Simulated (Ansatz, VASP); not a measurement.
**V: VASP beside Ansatz**

File INCAR:

```
SYSTEM = V
  PREC = Accurate
  ENCUT = 520
  EDIFF = 1E-6
  ISMEAR = -1
  SIGMA = 0.1
  LREAL = .False.
  LASPH = .True.
  NELM = 80
  ALGO = Normal
  ISIF = 2
  LWAVE = .False.
  LCHARG = .False.
  GGA = RP
  NBANDS = 12
```

Contents of KPOINTS:

```
regular mesh
0
Gamma
  23 23 23
  0 0 0
```

File POSCAR:

```
V
1.0
    0.0000000000      1.8443655526      1.8443655526
    1.8443655526      0.0000000000      1.8443655526
    1.8443655526      1.8443655526      0.0000000000
V
1
Direct
    0.0000000000      0.0000000000      0.0000000000
```

Input for Ansatz:

```yaml
crystal:
  lattice:
    - [0.0, 1.8443655526, 1.8443655526]
    - [1.8443655526, 0.0, 1.8443655526]
    - [1.8443655526, 1.8443655526, 0.0]
  atoms:
    - { symbol: V, position: [0.0, 0.0, 0.0] }
hamiltonian:
  xc: rpbe
  pseudopotentials:
    kind: paw
    azcp:
      V: "pseudopotentials/V.paw.azcp"
basis:
  ecutwfc: 420
  fft_grid_basis: typed
kpoints:
  mp_grid: { grid: [23, 23, 23], shift: [0, 0, 0] }
magnetization:
  spin_polarized: false
scf:
  occupations: { method: fermi_dirac, width: 0.1 }
output:
  stress: true
```

Alike in both runs: task single point; functional RPBE; k mesh 23 × 23 × 23; occupations fermi-dirac, width 0.1 eV; no spin polarisation.

```csv
,VASP,Ansatz
version,VASP 6.6.1,Ansatz 0.2.0
potentials or method,"VASP PAW PBE potentials, release 64 (V_sv), cutoff 520 eV","plane waves (420 eV) with PAW, scalar-relativistic"
valence electrons in the cell,13,13
```

|  | VASP | Ansatz | Ansatz less VASP |
| --- | --- | --- | --- |
| pressure (GPa) | 27.3 | 27.0 | -0.32 |

VASP's potentials were made for PBE, not for RPBE. With one functional, cell and mesh, what is left measures potentials, basis and numerics.
